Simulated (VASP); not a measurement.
Wanted: the native input for a VASP 6.6.1 run.

```
Task                   : equation of state
Functional             : r2SCAN
Potentials or basis    : VASP PAW PBE potentials, release 64 (Ga_d, N)
Cutoff                 : 840 eV
k mesh                 : 13 × 13 × 7
Occupations            : gaussian, width 0.03 eV
Spin                   : no spin polarisation
Tolerance level        : screening
Purpose                : equation of state
Eos scales             : [0.91, 0.94, 0.97, 1.0, 1.03, 1.06, 1.09]
Further INCAR settings : ALGO = Normal; EDIFF = 1e-07; NSW = 0
```

The structure of GaN lies in POSCAR.step2:

```
GaN
1.0
    3.1150838257      0.0000000000      0.0000000000
   -1.5575419129      2.6977417280      0.0000000000
    0.0000000000      0.0000000000      5.0605418376
Ga N
2 2
Direct
    0.6666666667      0.3333333333      0.5000000000
    0.3333333333      0.6666666667      0.0000000000
    0.6666666667      0.3333333333      0.8750000000
    0.3333333333      0.6666666667      0.3750000000
```

The structure of GaN lies in POSCAR.step3:

```
GaN
1.0
    3.1478765916      0.0000000000      0.0000000000
   -1.5739382958      2.7261410963      0.0000000000
    0.0000000000      0.0000000000      5.1138146139
Ga N
2 2
Direct
    0.6666666667      0.3333333333      0.5000000000
    0.3333333333      0.6666666667      0.0000000000
    0.6666666667      0.3333333333      0.8750000000
    0.3333333333      0.6666666667      0.3750000000
```

The structure of GaN lies in POSCAR.step4:

```
GaN
1.0
    3.1800000000      0.0000000000      0.0000000000
   -1.5900000000      2.7539607840      0.0000000000
    0.0000000000      0.0000000000      5.1660000000
Ga N
2 2
Direct
    0.6666666667      0.3333333333      0.5000000000
    0.3333333333      0.6666666667      0.0000000000
    0.6666666667      0.3333333333      0.8750000000
    0.3333333333      0.6666666667      0.3750000000
```

The structure of GaN lies in POSCAR.step5:

```
GaN
1.0
    3.2114871963      0.0000000000      0.0000000000
   -1.6057435981      2.7812294959      0.0000000000
    0.0000000000      0.0000000000      5.2171518415
Ga N
2 2
Direct
    0.6666666667      0.3333333333      0.5000000000
    0.3333333333      0.6666666667      0.0000000000
    0.6666666667      0.3333333333      0.8750000000
    0.3333333333      0.6666666667      0.3750000000
```

The structure of GaN lies in POSCAR.step6:

```
GaN
1.0
    3.2423687753      0.0000000000      0.0000000000
   -1.6211843877      2.8079737278      0.0000000000
    0.0000000000      0.0000000000      5.2673198406
Ga N
2 2
Direct
    0.6666666667      0.3333333333      0.5000000000
    0.3333333333      0.6666666667      0.0000000000
    0.6666666667      0.3333333333      0.8750000000
    0.3333333333      0.6666666667      0.3750000000
```

The structure of GaN lies in POSCAR.step7:

```
GaN
1.0
    3.2726730437      0.0000000000      0.0000000000
   -1.6363365218      2.8342179941      0.0000000000
    0.0000000000      0.0000000000      5.3165499823
Ga N
2 2
Direct
    0.6666666667      0.3333333333      0.5000000000
    0.3333333333      0.6666666667      0.0000000000
    0.6666666667      0.3333333333      0.8750000000
    0.3333333333      0.6666666667      0.3750000000
```

These files were run (other wordings do the same):

POSCAR.step1

```
GaN
1.0
    3.0815857045      0.0000000000      0.0000000000
   -1.5407928523      2.6687315040      0.0000000000
    0.0000000000      0.0000000000      5.0061231917
Ga N
2 2
Direct
    0.6666666667      0.3333333333      0.5000000000
    0.3333333333      0.6666666667      0.0000000000
    0.6666666667      0.3333333333      0.8750000000
    0.3333333333      0.6666666667      0.3750000000
```

INCAR

```
METAGGA = R2SCAN ; ISMEAR = 0
SIGMA = 0.03 ; LWAVE = False
LCHARG = False ; ISIF = 2
NSW = 0 ; PREC = Accurate
LASPH = True ; LREAL = False
ALGO = Normal ; EDIFF = 1E-7
NELM = 120 ; GGA_COMPAT = False
ENCUT = 840 ; EFERMI = MIDGAP
LMIXTAU = True ; KPAR = 8
```

KPOINTS

```
Automatic mesh
0
Gamma
  13 13 7
  0 0 0
```

Potentials or basis: VASP PAW PBE potentials, release 64 (Ga_d, N).

Run with:

```sh
$ cat potpaw_PBE.64/Ga_d/POTCAR potpaw_PBE.64/N/POTCAR > POTCAR
$ cp POSCAR.step1 POSCAR
$ mpirun -np 8 vasp_std > vasp.out
$ cp POSCAR.step2 POSCAR
$ mpirun -np 8 vasp_std > vasp.out
$ cp POSCAR.step3 POSCAR
$ mpirun -np 8 vasp_std > vasp.out
$ cp POSCAR.step4 POSCAR
$ mpirun -np 8 vasp_std > vasp.out
$ cp POSCAR.step5 POSCAR
$ mpirun -np 8 vasp_std > vasp.out
$ cp POSCAR.step6 POSCAR
$ mpirun -np 8 vasp_std > vasp.out
$ cp POSCAR.step7 POSCAR
$ mpirun -np 8 vasp_std > vasp.out
```

Results of the run:

| Quantity | Value |
| --- | --- |
| Equilibrium volume | 11.45 Å³/atom |
| Bulk modulus at fixed shape and positions | 196 GPa |
| Pressure derivative of the bulk modulus | 4.2 |

Caveat: the cell was scaled at fixed shape and fractional positions, which overstates the stiffness of a crystal with free parameters, most of all of layers and chains; the PAW data sets were made with another functional, which shifts forces and pressure a little.

Wall time 14 min on 8 MPI ranks on AMD EPYC 7R13 Processor (Zen 3), with other jobs on the host, peak memory 0.36 GiB a rank.
